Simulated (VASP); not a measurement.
Write the native input for VASP 6.6.1 that does the following.

* Task: single point
* Functional: PBE
* Potentials or basis: VASP PAW PBE potentials, release 64 (C, Cl, H)
* Cutoff: 520 eV
* k mesh: 1 × 1 × 1
* Occupations: fermi-dirac, width 0.02 eV
* Spin: no spin polarisation
* Dipole correction: no
* Further INCAR settings: LREAL = Auto; ALGO = Normal; EDIFF = 1e-06; NBANDS = 63

The structure of H3CCl lies in POSCAR:

```
H3CCl
1.0
    8.9528400000      0.0000000000      0.0000000000
    0.0000000000      8.9528400000      0.0000000000
    0.0000000000      0.0000000000      8.9528400000
C Cl H
6 6 18
Direct
    0.1128692125      0.5147193516      0.1619374411
    0.8123009012      0.1297241992      1.0620987307
    0.1780775709      0.5956322240      0.6343126874
    0.9943995425      1.0040277722      0.7314103681
    0.3959972478      0.9709879770      0.7935805845
    0.6412266945      0.6422319621      0.6524745221
    0.2914047386      0.4517784301      0.1179178897
    0.8019019663      0.2834742942      1.2002001599
    0.1502204887      0.4000518271      0.7064015441
    0.8668645927      1.0603450972      0.5748455239
    0.2961294963      0.8527685070      0.9237515693
    0.6081310512      0.5629051787      0.8297255396
    0.0406128111      0.4513428141      0.2492170082
    0.1391737147      0.6156147100      0.2192041855
    0.0573896104      0.5148980659      0.0494144875
    0.8530254087      0.0348269376      1.1354050782
    0.7050723569      0.1474615876      1.0010007997
    0.9104820370      0.1553473535      0.9975493810
    0.2241970146      0.5840269680      0.5172548599
    0.0752275256      0.6514357455      0.6273093231
    0.2288659241      0.6628734569      0.7136953190
    0.9872621425      0.8868024001      0.7402120444
    1.1049007913      1.0310136225      0.6705023211
    0.9634484700      1.0480920021      0.8368517699
    0.3723399502      1.0891404292      0.8120886780
    0.5107541294      0.9491178218      0.7856948186
    0.3312245053      0.9388194137      0.6837830230
    0.7608423696      0.6105101845      0.6423101496
    0.5863837620      0.5774703893      0.5680432131
    0.6157822546      0.7646400472      0.6303698044
```

These files were run (other wordings do the same):

INCAR

```
ALGO = Normal
EDIFF = 1E-6
ENCUT = 520
GGA = PE
ISIF = 2
ISMEAR = -1
LASPH = T
LCHARG = T
LELF = T
LREAL = Auto
LVHAR = T
LWAVE = F
NBANDS = 63
NELM = 80
PREC = Accurate
SIGMA = 0.02
```

KPOINTS

```
k-points
0
Gamma
  1 1 1
```

Potentials or basis: VASP PAW PBE potentials, release 64 (C, Cl, H).

Command:

```console
$ cat potpaw_PBE.64/C/POTCAR potpaw_PBE.64/Cl/POTCAR potpaw_PBE.64/H/POTCAR > POTCAR
$ mpirun -np 1 vasp_gam > vasp.out
```

Results of the run:

* Pressure: -0.2 GPa
* Largest force: 4.116 eV/Å
* Band gap on the k mesh: 4.91 eV

Caveat: the k points lie up to 0.70 Å⁻¹ apart.

Run time: 53 s on 1 thread of Intel(R) Xeon(R) 6975P-C (Granite Rapids) (shared host), peak memory 0.67 GiB.
